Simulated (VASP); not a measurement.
Here is a VASP 6.6.1 calculation.

The input INCAR:

```
PREC     = Accurate       # precision mode
ENCUT    = 520            # plane-wave cutoff, eV
EDIFF    = 1E-8           # SCF threshold, eV
ISMEAR   = -1             # smearing method
SIGMA    = 0.08           # smearing width, eV
LREAL    = F              # projectors in reciprocal space
LASPH    = T              # aspherical terms in the spheres
NELM     = 120            # most SCF steps
ALGO     = Normal         # electronic algorithm
ISIF     = 2              # what is computed and relaxed
LWAVE    = F              # write WAVECAR
LCHARG   = F              # write CHGCAR
GGA      = PE             # functional
LEFG     = T            
NBANDS   = 15             # bands
GGA_COMPAT= F
```

File KPOINTS:

```
Automatic mesh
0
Gamma
  17 17 10
```

The input POSCAR:

```
Fe
1.0
    2.4098160095      0.0000000000      0.0000000000
   -1.2049080047      2.0869618826      0.0000000000
    0.0000000000      0.0000000000      3.8419344700
Fe
2
Direct
    0.3333333333      0.6666666667      0.2500000000
    0.6666666667      0.3333333333      0.7500000000
```

Potentials or basis: VASP PAW PBE potentials, release 64 (Fe).

The run is started by

```bash
$ cat potpaw_PBE.64/Fe/POTCAR > POTCAR
$ mpirun -np 1 vasp_std > vasp.out
```

(1) Estimate the band gap on the k mesh.

(2) What does it give for the pressure?

Answers

(1) zero (band 8 reaches 8.46 eV, above the bottom of band 9 at 6.46 eV).

(2) 17.1 GPa.

Caveat: the cell differs from its parent crystal (equal xx and yy strain of -1 %); without QUAD_EFG the Cq values of the log hold for a quadrupole moment of 1 mb, not for the nuclei; the run has no spin polarisation, though such a crystal can be magnetic.
